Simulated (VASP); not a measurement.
Set up this calculation in VASP 6.6.1, as the native input.

```
Task                   : single point
Functional             : PBE
Potentials or basis    : VASP PAW PBE potentials, release 64 (Pt)
Cutoff                 : 520 eV
k mesh                 : 16 × 16 × 16
Occupations            : fermi-dirac, width 0.05 eV
Spin                   : no spin polarisation
Dipole correction      : no
Further INCAR settings : ALGO = Normal; EDIFF = 1e-06; NBANDS = 17
```

The structure of Pt lies in POSCAR:

```
Pt
1.0
   -2.5279156100      2.5279156100      1.3622076778
    2.5279156100     -2.5279156100      1.3622076778
    2.5279156100      2.5279156100     -1.3622076778
Pt
2
Direct
   -0.3750000000     -0.1250000000     -0.2500000000
    0.3750000000      0.1250000000      0.2500000000
```

The input as run:

INCAR

```
SYSTEM = Pt
PREC = Accurate
ENCUT = 520
EDIFF = 1E-6
ISMEAR = -1
SIGMA = 0.05
LREAL = .FALSE.
LASPH = .TRUE.
NELM = 100
ALGO = Normal
ISIF = 2
LWAVE = .FALSE.
LCHARG = .TRUE.
GGA = PE
LELF = .TRUE.
LVHAR = .TRUE.
NBANDS = 17
```

KPOINTS

```
regular mesh
0
G
  16 16 16
  0 0 0
```

Potentials or basis: VASP PAW PBE potentials, release 64 (Pt).

Launch:

```bash
$ cat potpaw_PBE.64/Pt/POTCAR > POTCAR
$ mpirun -np 1 vasp_std > vasp.out
```

Results of the run:

```json
{
  "Pressure": "-3.4 GPa",
  "Band gap on the k mesh": "zero (bands 10 and 11 overlap by 1.53 eV)"
}
```

Caveat: the cell stands under tension; spin-orbit coupling is left out, which moves the levels of the heavy elements.

Run time: 4.3 min on 1 thread of Intel Xeon 8259CL, on a shared host, peak memory 0.29 GiB.
